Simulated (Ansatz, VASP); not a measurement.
## Two plane-wave programs on InSe

The input INCAR:

```
PREC = Accurate ; ENCUT = 520
EDIFF = 1E-6 ; ISMEAR = 0
SIGMA = 0.05 ; LREAL = F
LASPH = T ; NELM = 80
ALGO = Normal ; ISIF = 2
LWAVE = F ; LCHARG = F
GGA = PS ; NBANDS = 27
```

KPOINTS

```
Automatic mesh
0
Gamma
  8 8 6
```

File POSCAR:

```
InSe
1.0
    5.8749264423     -2.0552742521     -0.0052948673
    5.8749264423      2.0552742521     -0.0052948673
   -1.6051187023      0.0000000000      4.2720903652
In Se
2 2
Direct
    0.8858026589      0.8858026589      0.0290539339
    0.1141973411      0.1141973411      0.9709460661
    0.6339722090      0.6339722090      0.6023275984
    0.3452787783      0.3452787783      0.3625132294
```

Input for Ansatz:

```yaml
crystal:
  lattice:
    - [5.8749264423, -2.0552742521, -0.0052948673]
    - [5.8749264423, 2.0552742521, -0.0052948673]
    - [-1.6051187023, 0.0, 4.2720903652]
  atoms:
    - { symbol: In, position: [0.8858026589, 0.8858026589, 0.0290539339] }
    - { symbol: In, position: [0.1141973411, 0.1141973411, 0.9709460661] }
    - { symbol: Se, position: [0.633972209, 0.633972209, 0.6023275984] }
    - { symbol: Se, position: [0.3452787783, 0.3452787783, 0.3625132294] }
basis:
  ecutwfc: 420
kpoints:
  mp_grid: { grid: [8, 8, 6] }
hamiltonian:
  xc: pbesol
scf:
  occupations: { method: gaussian, width: 0.05 }
output:
  forces: true
  stress: true
  eigenvalues: true
```

Alike in both runs: task single point; functional PBEsol; k mesh 8 × 8 × 6; occupations gaussian, width 0.05 eV; no spin polarisation.

```csv
,VASP,Ansatz
version,VASP 6.6.1,Ansatz 0.2.0
potentials or method,"VASP PAW PBE potentials, release 64 (In_d, Se), cutoff 520 eV","scalar-relativistic, plane waves, PAW"
valence electrons in the cell,38,58
```

|  | VASP | Ansatz | Ansatz less VASP |
| --- | --- | --- | --- |
| gap on the k mesh at the Fermi level (eV) | 0.32 | 0.33 | +0.006 |
| least direct gap on the mesh (eV) | 0.71 | 0.72 | +0.008 |
| pressure (GPa) | -0.9 | -1.0 | -0.07 |
| traceless stress, the component that is largest in VASP (GPa) | -1.29 | -1.28 | +0.002 |
| rms of the force components (eV/Å) | 0.355 | 0.358 | +0.0034 |

VASP's potentials were made for PBE, not for PBEsol. Atom by atom the forces differ by 0.009 eV/Å (rms over components). The functional is the same, so the differences come from potentials, cutoffs and numerics. VASP's potentials hold 38 valence electrons a cell and Ansatz's 58, so a difference there can come from the potentials and not from the codes.
